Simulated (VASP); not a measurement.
The system is HfN (rocksalt type).

```xyz
2
Lattice="0.0000 2.1544 2.1544 2.1544 0.0000 2.1544 2.1544 2.1544 0.0000" Properties=species:S:1:pos:R:3 pbc="T T T"
Hf    0.0000    0.0000    0.0000
N     2.1544    2.1544    2.1544
```

- Program: VASP 6.6.1
- Task: relaxation of cell and atoms
- Functional: PBEsol
- Potentials or basis: VASP PAW PBE potentials, release 64 (Hf_pv, N)
- Cutoff: 600 eV
- k mesh: 15 × 15 × 15
- Occupations: fermi-dirac, width 0.1 eV
- Spin: no spin polarisation

At the start: pressure 47.1 GPa; volume 10.00 Å³/atom.

Problem. Where does the relaxation end?

Solution. Over 20 steps the energy falls by 173.7 meV/atom and the volume is 11.32 Å³/atom (+13.2 %); space group Fm-3m (No. 225, to 0.05 Å).

Step by step:
```
step  energy change (eV)  largest force (eV/Å)  pressure (GPa)  volume (Å³)
   1              0.0000                0.0000           47.15        20.00
   2              0.9101                0.0000          -44.20        29.78
   3             -0.3444                0.0000           -3.41        22.91
   4             -0.3473                0.0000           -0.56        22.68
   5             -0.3474                0.0000            0.15        22.62
   6             -0.3474                0.0000            0.16        22.62
   7             -0.3474                0.0000            0.16        22.62
   8             -0.3474                0.0000            0.15        22.62
   9             -0.3474                0.0000            0.15        22.62
  10             -0.3474                0.0000            0.15        22.62
  11             -0.3474                0.0000            0.15        22.62
  12             -0.3474                0.0000            0.15        22.62
  13             -0.3474                0.0000            0.15        22.62
  14             -0.3474                0.0000            0.15        22.62
  15             -0.3474                0.0000            0.15        22.62
  16             -0.3474                0.0000            0.15        22.62
  17             -0.3474                0.0000            0.15        22.63
  18             -0.3474                0.0000            0.15        22.63
  19             -0.3474                0.0000            0.14        22.63
  20             -0.3474                0.0000            0.04        22.63
```

Final structure:
```yaml
crystal:
  lattice:
    - [0.00000, 2.24515, 2.24515]
    - [2.24515, 0.00000, 2.24515]
    - [2.24515, 2.24515, 0.00000]
  atoms:
    - { symbol: Hf, position: [0.00000, 0.00000, 0.00000] }
    - { symbol: N, position: [0.50000, 0.50000, 0.50000] }
```

Caveat: the PAW data sets were made with another functional, which shifts forces and pressure a little.
